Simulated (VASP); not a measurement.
# SrCl2 (Fm-3m) in VASP: further runs, part 2 of 2

VASP 6.6.1.

## Step 3: Relaxation of cell and atoms, LDA

Contents of INCAR:

```
SYSTEM = SrCl2
PREC = Accurate ; ENCUT = 600
EDIFF = 1E-6 ; ISMEAR = -1
SIGMA = 0.02 ; LREAL = .False.
LASPH = .True. ; NELM = 100
ALGO = Normal ; ISIF = 3
LWAVE = .False. ; LCHARG = .False.
GGA = CA ; IBRION = 2
NSW = 80 ; EDIFFG = -0.005
```

Contents of KPOINTS:

```
regular mesh
0
Gamma
  6 6 6
  0 0 0
```

Contents of POSCAR:

```
SrCl2
1.0
    0.0000000000      3.5192138322      3.5192138322
    3.5192138322      0.0000000000      3.5192138322
    3.5192138322      3.5192138322      0.0000000000
Sr Cl
1 2
Direct
    0.0000000000      0.0000000000      0.0000000000
    0.2500000000      0.2500000000      0.2500000000
    0.7500000000      0.7500000000      0.7500000000
```

Potentials or basis: VASP PAW LDA potentials, release 64 (Sr_sv, Cl).

Started as:

```bash
cat potpaw_LDA.64/Sr_sv/POTCAR potpaw_LDA.64/Cl/POTCAR > POTCAR
mpirun -np 1 vasp_std > vasp.out
```

OUTCAR:

```text
SYSTEM = SrCl2
   PREC = Accurate
   ENCUT = 600
   EDIFF = 1E-6
   ISMEAR = -1
   LREAL = .False.
   LASPH = .True.
   NELM = 100
   ISIF = 3
   GGA = CA
   IBRION = 2
   NSW = 80
   EDIFFG = -0.005

 ion  position               nearest neighbor table
   1  0.000  0.000  0.000-   3 3.05   3 3.05   3 3.05   2 3.05   3 3.05   2 3.05   2 3.05   2 3.05

   2  0.250  0.250  0.250-   1 3.05   1 3.05   1 3.05   1 3.05
   3  0.750  0.750  0.750-   1 3.05   1 3.05   1 3.05   1 3.05

  LATTYP: Found a face centered cubic cell.
 ALAT       =     7.0384276644

  Lattice vectors:

 A1 = (   0.0000000000,   3.5192138322,   3.5192138322)
 A2 = (   3.5192138322,   0.0000000000,   3.5192138322)
 A3 = (   3.5192138322,   3.5192138322,   0.0000000000)

Analysis of symmetry for initial positions (statically):
=====================================================================
 Subroutine PRICEL returns:
 Original cell was already a primitive cell.

 Routine SETGRP: Setting up the symmetry group for a
 face centered cubic supercell.

 Subroutine GETGRP returns: Found 48 space group operations
 (whereof 48 operations were pure point group operations)
 out of a pool of 48 trial point group operations.

The static configuration has the point symmetry O_h .

Analysis of symmetry for dynamics (positions and initial velocities):
=====================================================================
 Subroutine PRICEL returns:
 Original cell was already a primitive cell.

 Routine SETGRP: Setting up the symmetry group for a
 face centered cubic supercell.

 Subroutine GETGRP returns: Found 48 space group operations
 (whereof 48 operations were pure point group operations)
 out of a pool of 48 trial point group operations.

The dynamic configuration has the point symmetry O_h .

 Subroutine INISYM returns: Found 48 space group operations
 (whereof 48 operations are pure point group operations),
 and found     1 'primitive' translations

----------------------------------------------------------------------------------------

                                     Primitive cell

  volume of cell :      87.1700

  direct lattice vectors                    reciprocal lattice vectors
     0.000000000  3.519213832  3.519213832    -0.142077187  0.142077187  0.142077187
     3.519213832  0.000000000  3.519213832     0.142077187 -0.142077187  0.142077187
     3.519213832  3.519213832  0.000000000     0.142077187  0.142077187 -0.142077187

  length of vectors
     4.976919930  4.976919930  4.976919930     0.246084906  0.246084906  0.246084906

  position of ions in fractional coordinates (direct lattice)
     0.000000000  0.000000000  0.000000000
     0.250000000  0.250000000  0.250000000
     0.750000000  0.750000000  0.750000000

  ion indices of the primitive-cell ions
   primitive index   ion index
                 1           1
                 2           2
                 3           3

----------------------------------------------------------------------------------------

 KPOINTS: regular mesh

Automatic generation of k-mesh.
 Grid dimensions read from file:
 generate k-points for:    6    6    6

 Generating k-lattice:

  Cartesian coordinates                     Fractional coordinates (reciprocal lattice)
    -0.023679531  0.023679531  0.023679531     0.166666667  0.000000000  0.000000000
     0.023679531 -0.023679531  0.023679531     0.000000000  0.166666667  0.000000000
     0.023679531  0.023679531 -0.023679531     0.000000000  0.000000000  0.166666667

  Length of vectors
     0.041014151  0.041014151  0.041014151

  Shift w.r.t. Gamma in fractional coordinates (k-lattice)
     0.000000000  0.000000000  0.000000000

 Subroutine IBZKPT returns following result:
 ===========================================

 Found     16 irreducible k-points:

 Following reciprocal coordinates:
            Coordinates               Weight
  0.000000  0.000000  0.000000      1.000000
  0.166667  0.000000  0.000000      8.000000
  0.333333  0.000000  0.000000      8.000000
  0.500000  0.000000  0.000000      4.000000
  0.166667  0.166667  0.000000      6.000000
  0.333333  0.166667  0.000000     24.000000
[... 8 lines left out ...]
 -0.333333  0.333333  0.166667     24.000000
 -0.333333  0.500000  0.166667     12.000000
   k-points           NKPTS =     16   k-points in BZ     NKDIM =     16   number of bands    NBANDS=     16
   number of dos      NEDOS =    301   number of ions     NIONS =      3
   total plane-waves  NPLWV =  64000
   dimension x,y,z NGX =    40 NGY =   40 NGZ =   40
   dimension x,y,z NGXF=    80 NGYF=   80 NGZF=   80
   ions per type =               1   2
   NGX,Y,Z   is equivalent  to a cutoff of  13.36, 13.36, 13.36 a.u.
   NGXF,Y,Z  is equivalent  to a cutoff of  26.72, 26.72, 26.72 a.u.
 SYSTEM =  SrCl2
   PREC   = accura    normal or accurate (medium, high low for compatibility)
   ISTART =      0    job   : 0-new  1-cont  2-samecut
   ICHARG =      2    charge: 1-file 2-atom 10-const
   ISPIN  =      1    spin polarized calculation?
   LNONCOLLINEAR =      F non collinear calculations
   LSORBIT =      F    spin-orbit coupling
   LASPH  =      T    aspherical Exc in radial PAW
   ENCUT  =  600.0 eV  44.10 Ry    6.64 a.u.   9.94  9.94  9.94*2*pi/ulx,y,z
   NELM   =    100;   NELMIN=  2; NELMDL= -5     # of ELM steps
   EDIFF  = 0.1E-05   stopping-criterion for ELM
   LREAL  =      F    real-space projection
   EDIFFG = -.5E-02   stopping-criterion for IOM
   NSW    =     80    number of steps for IOM
   IBRION =      2    ionic relax: 0-MD 1-quasi-New 2-CG
   NFREE  =      1    steps in history (QN), initial steepest desc. (CG)
   ISIF   =      3    stress and relaxation
   ISYM   =      2    0-nonsym 1-usesym 2-fastsym
   POTIM  = 0.5000    time-step for ionic-motion
   TEBEG  =    0.0;   TEEND  =   0.0 temperature during run
   PSTRESS=    0.0 pullay stress
   NELECT =      24.0000    total number of electrons
   NUPDOWN=      -1.0000    fix difference up-down
   EMIN   =  10.00;   EMAX   =-10.00  energy-range for DOS
   EFERMI =   0.00;   METHOD = LEGACY
   ISMEAR =    -1;   SIGMA  =   0.02  broadening in eV -4-tet -1-fermi 0-gaus
   EFERMI_NEDOS =   21; number of points for ismear=-14 and -15
   IALGO  =     38    algorithm
   IMIX   =      4    mixing-type and parameters
     AMIX     =   0.40;   BMIX     =  1.00
     AMIX_MAG =   1.60;   BMIX_MAG =  1.00
  volume/ion in A,a.u.               =      29.06       196.08
  Fermi-wavevector in a.u.,A,eV,Ry     =   1.065016  2.012589 15.432541  1.134260
  Thomas-Fermi vector in A             =   2.200554
   LORBIT       =      0    0 simple, 1 ext, 2 COOP (PROOUT), +10 PAW based schemes
   GGA     = CA    functional components
   LHFCALC =     F    Hartree Fock is set to
   AEXX    =    0.0000 exact exchange contribution
   IVDW    =     0    specifies the selected vdW correction
   LEPSILON=     F    determine dielectric tensor
   LRPA    =     F    only Hartree local field effects (RPA)
 conjugate gradient relaxation of ions
 non-spin polarized calculation
  energy-cutoff  :      600.00
  volume of cell :       87.17
 maximum number of plane-waves:      2922
   NGX = 19   NGY = 19   NGZ = 19

--------------------------------------- Ionic step        1  -------------------------------------------

 number of electron      23.9999996 magnetization

 Free energy of the ion-electron system (eV)
  ---------------------------------------------------
  ext. energy  EPLUGINS =         0.00000000
  ---------------------------------------------------
  free energy    TOTEN  =       -13.98223831 eV

  energy without entropy =      -13.98223831  energy(sigma->0) =      -13.98223831

------------------------ aborting loop because EDIFF is reached ----------------------------------------

  FORCE on cell =-STRESS in cart. coord.  units (eV):
  Direction    XX          YY          ZZ          XY          YZ          ZX
  --------------------------------------------------------------------------------------
  -------------------------------------------------------------------------------------
  Total       -1.8768858     -1.8768858     -1.8768858     -0.0000000      0.0000000      0.0000000
  in kB      -34.4970111    -34.4970111    -34.4970111     -0.0000000      0.0000000      0.0000000
  external PRESSURE =     -34.4970111 kB  Pullay stress =       0.0000000 kB
[... 59 lines left out ...]
  energy  without entropy=      -14.0783487488  energy(sigma->0) =      -14.07834875

--------------------------------------- Ionic step        3  -------------------------------------------

 number of electron      24.0000002 magnetization

 Free energy of the ion-electron system (eV)
  ---------------------------------------------------
  ext. energy  EPLUGINS =         0.00000000
  ---------------------------------------------------
  free energy    TOTEN  =       -14.07878315 eV

  energy without entropy =      -14.07878315  energy(sigma->0) =      -14.07878315

 E-fermi :   0.9084     XC(G=0):  -9.1060

 val. band max:        0.4608674093   @ k =   0.5000   0.5000   0.0000
 cond. band min:       5.5603880392   @ k =   0.5000   0.5000   0.0000
 fundamental gap:      5.0995206299
 Fermi energy:         0.9083560580

 k-point     1 :       0.0000    0.0000    0.0000
  band No.  band energies     occupation
      1     -32.0226      2.00000
      2     -14.1601      2.00000
      3     -14.1601      2.00000
      4     -14.1601      2.00000
      5     -13.0129      2.00000
      6     -11.9697      2.00000
[... 8 lines left out ...]
     15       6.2298      0.00000
     16       9.2842      0.00000
[... 313 lines left out ...]
  FREE ENERGIE OF THE ION-ELECTRON SYSTEM (eV)
  ---------------------------------------------------
  free  energy   TOTEN  =       -14.0787831474 eV

  energy  without entropy=      -14.0787831474  energy(sigma->0) =      -14.07878315

 reached required accuracy - stopping structural energy minimisation
```

OSZICAR:

```text
N       E                     dE             d eps       ncg     rms          rms(c)
DAV:   1     0.156956175845E+03    0.15696E+03   -0.12275E+04   512   0.149E+03
DAV:   2    -0.410362661182E+01   -0.16106E+03   -0.15643E+03   680   0.258E+02
DAV:   3    -0.139095408799E+02   -0.98059E+01   -0.97958E+01   664   0.675E+01
[... 22 lines left out ...]
DAV:   2    -0.140796500868E+02    0.44220E-02   -0.11178E-02   592   0.734E-01    0.183E-01
DAV:   3    -0.140787608145E+02    0.88927E-03   -0.26928E-03   888   0.333E-01    0.136E-01
DAV:   4    -0.140787602513E+02    0.56323E-06   -0.18938E-04   912   0.815E-02    0.885E-02
DAV:   5    -0.140787831387E+02   -0.22887E-04   -0.78006E-05   912   0.434E-02    0.143E-02
DAV:   6    -0.140787831474E+02   -0.86375E-08   -0.24342E-06   624   0.131E-02
   3 F= -.14078783E+02 E0= -.14078783E+02  d E =-.965448E-01
```

CONTCAR:

```text
SrCl2
   1.00000000000000
    -0.0000000000000000    3.4061478885761964    3.4061478885761964
     3.4061478885761964   -0.0000000000000000    3.4061478885761964
     3.4061478885761964    3.4061478885761964    0.0000000000000000
  Sr              Cl
     1     2
Direct
     0.0000000000000000    0.0000000000000000    0.0000000000000000
     0.2500000000000000    0.2500000000000000    0.2500000000000000
     0.7500000000000000    0.7500000000000000    0.7500000000000000

  0.00000000E+00  0.00000000E+00  0.00000000E+00
  0.00000000E+00  0.00000000E+00  0.00000000E+00
  0.00000000E+00  0.00000000E+00  0.00000000E+00
```

Wall time 94 s (1 thread of Intel Xeon 6975P-C, shared host); peak memory 0.21 GiB.

Results:

| Item | Value |
| --- | --- |
| Free energy | -14.0788 eV |
| Relaxed volume | 26.35 Å³/atom |
| Relaxed cell | a = 4.817 Å, b = 4.817 Å, c = 4.817 Å, α = 60.00°, β = 60.00°, γ = 60.00° |
| Space group after relaxing (to 0.05 Å) | Fm-3m (No. 225) |
| Energy gained by relaxing | 32.2 meV/atom |
| Ionic steps | 3 |
| Pressure after relaxing | 0.0 GPa |
| Band gap on the k mesh | 5.10 eV, direct |

The path:
| step | energy change (eV) | largest force (eV/Å) | pressure (GPa) | volume (Å³) |
| --- | --- | --- | --- | --- |
| 1 | 0.0000 | 0.0000 | -3.45 | 87.17 |
| 2 | -0.0961 | 0.0000 | -0.27 | 79.51 |
| 3 | -0.0965 | 0.0000 | -0.02 | 79.04 |

Final structure:
```yaml
crystal:
  lattice:
    - [0.00000, 3.40615, 3.40615]
    - [3.40615, 0.00000, 3.40615]
    - [3.40615, 3.40615, 0.00000]
  atoms:
    - { symbol: Sr, position: [0.00000, 0.00000, 0.00000] }
    - { symbol: Cl, position: [0.25000, 0.25000, 0.25000] }
    - { symbol: Cl, position: [0.75000, 0.75000, 0.75000] }
```

A k mesh can miss the band edges. LDA usually gives volumes a few per cent too small.
